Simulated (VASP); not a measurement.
A run of VASP 6.6.1 is set up as follows.

The input POSCAR:

```
PbSe
1.0
    3.7681577394      0.0000000000      0.0000000000
    0.0000000000      3.7681577394      0.0000000000
    0.0000000000      0.0000000000      3.7681577394
Pb Se
1 1
Direct
    0.0000000000      0.0000000000      0.0000000000
    0.5000000000      0.5000000000      0.5000000000
```

The input INCAR.step1:

```
SYSTEM = PbSe
PREC = Accurate
ENCUT = 520
ISMEAR = -1
SIGMA = 0.02
LREAL = .False.
LASPH = .True.
NELM = 80
NBANDS = 17
GGA = PE
ALGO = Normal
EDIFF = 1E-4
LWAVE = .True.
LCHARG = .False.
```

INCAR.step2

```
SYSTEM = PbSe
PREC = Accurate
ENCUT = 520
EDIFF = 1E-6
ISMEAR = -1
SIGMA = 0.02
LREAL = .False.
LASPH = .True.
NELM = 80
ALGO = Normal
ISIF = 2
LWAVE = .False.
LCHARG = .False.
METAGGA = R2SCAN
LMIXTAU = .True.
NBANDS = 17
ISTART = 1
```

KPOINTS

```
regular mesh
0
Gamma
  8 8 8
  0 0 0
```

Potentials or basis: VASP PAW PBE potentials, release 64 (Pb_d, Se).

The run is started by

```console
$ cat potpaw_PBE.64/Pb_d/POTCAR potpaw_PBE.64/Se/POTCAR > POTCAR
$ cp INCAR.step1 INCAR
$ mpirun -np 1 vasp_std > vasp.out
$ cp INCAR.step2 INCAR
$ mpirun -np 1 vasp_std > vasp.out
```

Question: Estimate the band gap on the k mesh.

Answer: Zero (band 10 reaches 5.33 eV, above the bottom of band 11 at 4.89 eV).

Question: Estimate the pressure.

Answer: -0.3 GPa.

Caveat: the PAW data sets were made with another functional, which shifts forces and pressure a little; spin-orbit coupling is left out, which moves the levels of the heavy elements.
